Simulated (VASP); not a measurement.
# BN (Cm) in VASP: notebook

BN is run at these levels: r2SCAN; tasks: single point.

Everything below comes from runs of VASP 6.6.1. Logs are shortened: lines on timing, memory, paths and dates and some standing lists are left out, and cuts for length are marked.

### 1 The cell of the first run

The structure is monoclinic, space group Cm (No. 8). The conventional cell has a = 4.421 Å, b = 2.552 Å, c = 12.526 Å, α = 90.00°, β = 93.37°, γ = 90.00°. Within 2.1 Å of B (site symmetry m) lie 4 N at 1.56 Å. Within 2.1 Å of B (site symmetry m) lie 4 N at 1.56 Å. Within 2.1 Å of B (site symmetry m) lie 4 N at 1.56 Å. B (site symmetry m) has 4 N at 1.56 Å within 2.1 Å. B (site symmetry m) has 4 N at 1.56 Å within 2.1 Å. Within 2.1 Å of B (site symmetry m) lie 4 N at 1.56 to 1.73 Å. N (site symmetry m) has 4 B at 1.56 Å within 2.1 Å. N (site symmetry m) has 4 B at 1.56 Å within 2.1 Å.

### 2 Single point, r2SCAN (the part above a cut slid along it)

File POSCAR:

```
BN
1.0
    1.8048137541     -1.8048137541      0.0000000000
    1.8048137541      0.0000000000     -1.8048137541
    7.8209799220      6.9183925636      6.9183925636
B N
6 6
Direct
    0.9340201400     -0.0659798600      0.3958000000
    0.2951368067      0.2951368067      0.2291333333
    0.5729034733      0.5729034733      0.5624666667
    0.8506701400      0.8506701400      0.8958000000
    0.2117868067      0.2117868067      0.7291333333
    0.6562534733      0.6562534733      0.0624666667
    0.5937409733      0.5937409733      0.4374666667
   -0.0451423600     -0.0451423600      0.2708000000
    0.2326243067      0.2326243067      0.6041333333
    0.5103909733      0.5103909733      0.9374666667
   -0.1284923600     -0.1284923600      0.7708000000
    0.3159743067      0.3159743067      0.1041333333
```

File INCAR.step1:

```
SYSTEM = BN
PREC = Accurate
ENCUT = 520
ISMEAR = 0
SIGMA = 0.05
LREAL = .FALSE.
LASPH = .TRUE.
NELM = 80
NBANDS = 36
GGA = PE
ALGO = Normal
EDIFF = 1E-4
LWAVE = .TRUE.
LCHARG = .FALSE.
```

File INCAR.step2:

```
SYSTEM = BN
PREC = Accurate
ENCUT = 520
EDIFF = 1E-6
ISMEAR = 0
SIGMA = 0.05
LREAL = .FALSE.
LASPH = .TRUE.
NELM = 80
ALGO = Normal
ISIF = 2
LWAVE = .FALSE.
LCHARG = .TRUE.
METAGGA = R2SCAN
LMIXTAU = .TRUE.
LELF = .TRUE.
LVHAR = .TRUE.
NBANDS = 36
ISTART = 1
```

File KPOINTS:

```
regular mesh
0
G
  10 10 2
  0 0 0
```

Potentials or basis: VASP PAW PBE potentials, release 64 (B, N).

Command:

```console
cat potpaw_PBE.64/B/POTCAR potpaw_PBE.64/N/POTCAR > POTCAR
cp INCAR.step1 INCAR
mpirun -np 1 vasp_std > vasp.out
cp INCAR.step2 INCAR
mpirun -np 1 vasp_std > vasp.out
```

OUTCAR:

```text
SYSTEM = BN
   PREC = Accurate
   ENCUT = 520
   EDIFF = 1E-6
   ISMEAR = 0
   LREAL = .FALSE.
   LASPH = .TRUE.
   NELM = 80
   ISIF = 2
   METAGGA = R2SCAN
   ISTART = 1

 ion  position               nearest neighbor table
   1  0.934  0.934  0.396-   8 1.56   7 1.56   7 1.56   7 1.56
   2  0.295  0.295  0.229-  12 1.56   8 1.56   8 1.56   8 1.56
   3  0.573  0.573  0.562-   9 1.56   9 1.56   9 1.56   7 1.56
   4  0.851  0.851  0.896-  11 1.56  10 1.56  10 1.56  10 1.56
   5  0.212  0.212  0.729-   9 1.56  11 1.56  11 1.56  11 1.56
   6  0.656  0.656  0.062-  12 1.56  12 1.56  12 1.56  10 1.73
   7  0.594  0.594  0.437-   3 1.56   1 1.56   1 1.56   1 1.56
   8  0.955  0.955  0.271-   1 1.56   2 1.56   2 1.56   2 1.56
   9  0.233  0.233  0.604-   3 1.56   3 1.56   3 1.56   5 1.56
  10  0.510  0.510  0.937-   4 1.56   4 1.56   4 1.56   6 1.73
  11  0.872  0.872  0.771-   4 1.56   5 1.56   5 1.56   5 1.56
  12  0.316  0.316  0.104-   6 1.56   6 1.56   6 1.56   2 1.56

  LATTYP: Found a base centered monoclinic cell.
 ALAT       =     4.4208727783
 B/A-ratio  =     0.5773502692
 C/A-ratio  =     2.8333352943
 COS(beta)  =    -0.0588352534

  Lattice vectors:

 A1 = (  -1.8048137541,   1.8048137541,   0.0000000000)
 A2 = (  -1.8048137541,   0.0000000000,   1.8048137541)
 A3 = (   7.8209799220,   6.9183925636,   6.9183925636)

Analysis of symmetry for initial positions (statically):
=====================================================================
 Subroutine PRICEL returns:
 Original cell was already a primitive cell.

 Routine SETGRP: Setting up the symmetry group for a
 base centered monoclinic supercell.

 Subroutine GETGRP returns: Found  2 space group operations
 (whereof  2 operations were pure point group operations)
 out of a pool of  4 trial point group operations.

The static configuration has the point symmetry C_1h.

Analysis of symmetry for dynamics (positions and initial velocities):
=====================================================================
 Subroutine PRICEL returns:
 Original cell was already a primitive cell.

 Routine SETGRP: Setting up the symmetry group for a
 base centered monoclinic supercell.

 Subroutine GETGRP returns: Found  2 space group operations
 (whereof  2 operations were pure point group operations)
 out of a pool of  4 trial point group operations.

The dynamic configuration has the point symmetry C_1h.

[... 127 lines left out ...]
   TEBEG  =    0.0;   TEEND  =   0.0 temperature during run
   PSTRESS=    0.0 pullay stress
   NELECT =      48.0000    total number of electrons
   NUPDOWN=      -1.0000    fix difference up-down
   EMIN   =  10.00;   EMAX   =-10.00  energy-range for DOS
   EFERMI =   0.00;   METHOD = LEGACY
   ISMEAR =     0;   SIGMA  =   0.05  broadening in eV -4-tet -1-fermi 0-gaus
   EFERMI_NEDOS =   21; number of points for ismear=-14 and -15
   IALGO  =     38    algorithm
   IMIX   =      4    mixing-type and parameters
     AMIX     =   0.40;   BMIX     =  1.00
     AMIX_MAG =   1.60;   BMIX_MAG =  1.00
  volume/ion in A,a.u.               =       5.88        39.67
  Fermi-wavevector in a.u.,A,eV,Ry     =   1.439889  2.720996 28.208703  2.073281
  Thomas-Fermi vector in A             =   2.558695
   LORBIT       =      0    0 simple, 1 ext, 2 COOP (PROOUT), +10 PAW based schemes
   METAGGA = R2SCAN    functional components
   LHFCALC =     F    Hartree Fock is set to
   AEXX    =    0.0000 exact exchange contribution
   IVDW    =     0    specifies the selected vdW correction
   LEPSILON=     F    determine dielectric tensor
   LRPA    =     F    only Hartree local field effects (RPA)
 non-spin polarized calculation
 Gauss-broadening in eV      SIGMA  =   0.05
  energy-cutoff  :      520.00
  volume of cell :       70.55
 maximum number of plane-waves:      1920
   NGX =  9   NGY =  9   NGZ = 47

 number of electron      47.9999996 magnetization

 Free energy of the ion-electron system (eV)
  ---------------------------------------------------
  ext. energy  EPLUGINS =         0.00000000
  ---------------------------------------------------
  free energy    TOTEN  =      -113.22781910 eV

  energy without entropy =     -113.22781910  energy(sigma->0) =     -113.22781910

 E-fermi :   8.1132     XC(G=0): -13.6841

 val. band max:        7.9133913438   @ k =   0.0000   0.0000   0.0000
 cond. band min:      11.6910817866   @ k =   0.5000   0.0000  -0.0000
 fundamental gap:      3.7776904428
 Fermi energy:         8.1132402598

 k-point     1 :       0.0000    0.0000    0.0000
  band No.  band energies     occupation
      1     -14.0811      2.00000
      2     -13.3825      2.00000
      3     -13.2334      2.00000
      4     -11.4511      2.00000
      5     -11.3097      2.00000
      6      -9.6404      2.00000
[... 925 lines left out ...]
     35      19.5330      0.00000
     36      20.0168      0.00000

 [... further k-points ...]

------------------------ aborting loop because EDIFF is reached ----------------------------------------

  FORCE on cell =-STRESS in cart. coord.  units (eV):
  Direction    XX          YY          ZZ          XY          YZ          ZX
  --------------------------------------------------------------------------------------
  -------------------------------------------------------------------------------------
  Total       -8.0591453      5.4446954      5.4446954     -0.1006574      6.0958631     -0.1006563
  in kB     -183.0295233    123.6533118    123.6533118     -2.2860087    138.4418412     -2.2859840
  external PRESSURE =      21.4257001 kB  Pullay stress =       0.0000000 kB

 VOLUME and BASIS-vectors are now :
 -----------------------------------------------------------------------------
  energy-cutoff  :      520.00
  volume of cell :       70.55
      direct lattice vectors                 reciprocal lattice vectors
     1.804813754 -1.804813754  0.000000000     0.176994255 -0.377079536  0.176994255
     1.804813754  0.000000000 -1.804813754     0.176994255  0.176994255 -0.377079536
     7.820979922  6.918392564  6.918392564     0.046172816  0.046172816  0.046172816

 POSITION                                       TOTAL-FORCE (eV/Angst)
 -----------------------------------------------------------------------------------
      6.46701      1.05257      1.05257         0.056440      0.084424      0.084424
      2.85738      1.05257      1.05257        -0.086619      0.302030      0.302030
      6.46701      2.85738      2.85738         0.069472      0.074962      0.074962
     10.07664      4.66219      4.66219         0.088466     -0.250658     -0.250658
      6.46701      4.66219      4.66219         0.038375      0.085098      0.085098
      2.85738     -0.75225     -0.75225        -2.323741      1.545048      1.545048
      5.56460      1.95497      1.95497        -0.076008     -0.072318     -0.072318
      5.56460      0.15016      0.15016        -0.114524     -0.043050     -0.043050
      5.56460      3.75979      3.75979        -0.054619     -0.085908     -0.085908
      9.17423      5.56460      5.56460         2.494073     -2.328731     -2.328731
      9.17423      3.75979      3.75979         0.100005     -0.274503     -0.274503
      1.95497      0.15016      0.15016        -0.191320      0.963606      0.963606
 -----------------------------------------------------------------------------------
    total drift:                                0.001126      0.001312      0.001312

  FREE ENERGIE OF THE ION-ELECTRON SYSTEM (eV)
  ---------------------------------------------------
  free  energy   TOTEN  =      -113.2278191037 eV

  energy  without entropy=     -113.2278191037  energy(sigma->0) =     -113.22781910
```

Wall time 18 min (1 thread of AMD EPYC, shared host); peak memory 0.23 GiB.

Results:

| Quantity | Value |
| --- | --- |
| Free energy | -113.2278 eV |
| Pressure | 2.1 GPa |
| Largest force | 4.131 eV/Å |
| Band gap on the k mesh | 3.78 eV (least direct gap 5.20 eV) |

Forces in eV/Å, atoms in the order of the input:
```
B    0.056  0.084  0.084
B   -0.087  0.302  0.302
B    0.069  0.075  0.075
B    0.088 -0.251 -0.251
B    0.038  0.085  0.085
B   -2.324  1.545  1.545
N   -0.076 -0.072 -0.072
N   -0.115 -0.043 -0.043
N   -0.055 -0.086 -0.086
N    2.494 -2.329 -2.329
N    0.100 -0.275 -0.275
N   -0.191  0.964  0.964
```

Stress tensor (GPa, compression positive):
```
-18.30  -0.23  -0.23
 -0.23  12.37  13.84
 -0.23  13.84  12.37
```

Levels at points of the mesh, in eV from the valence-band top:
```tsv
k point	band 20	band 21	band 22	band 23	band 24	band 25	band 26	band 27	band 28	band 29
(0.00, 0.00, 0.00)	-1.11	-1.03	-0.69	-0.60	0.00	7.54	8.54	8.90	9.26	9.41
(0.50, 0.00, 0.00)	-4.29	-3.62	-3.40	-2.79	-1.42	3.78	5.83	6.08	8.03	8.62
(0.50, 0.50, 0.00)	-3.70	-3.52	-3.44	-2.75	-2.59	4.63	5.57	6.32	7.21	8.80
(0.00, 0.00, 0.50)	-1.29	-1.04	-0.71	-0.60	-0.43	7.53	8.62	9.03	9.26	9.27
(0.50, 0.00, 0.50)	-4.13	-3.47	-3.10	-2.77	-1.55	4.07	4.97	7.11	7.38	8.91
(0.50, 0.50, 0.50)	-4.17	-3.53	-3.04	-2.92	-2.76	4.91	5.23	6.32	7.50	8.34
```

Caveat: the cell differs from its parent crystal (the part above a cut slid along it); the stress differs along the axes, from -18 to 12 GPa; the PAW data sets were made with another functional, which shifts forces and pressure a little. A k mesh can miss the band edges.

(Part 1 of 2 ends here.)
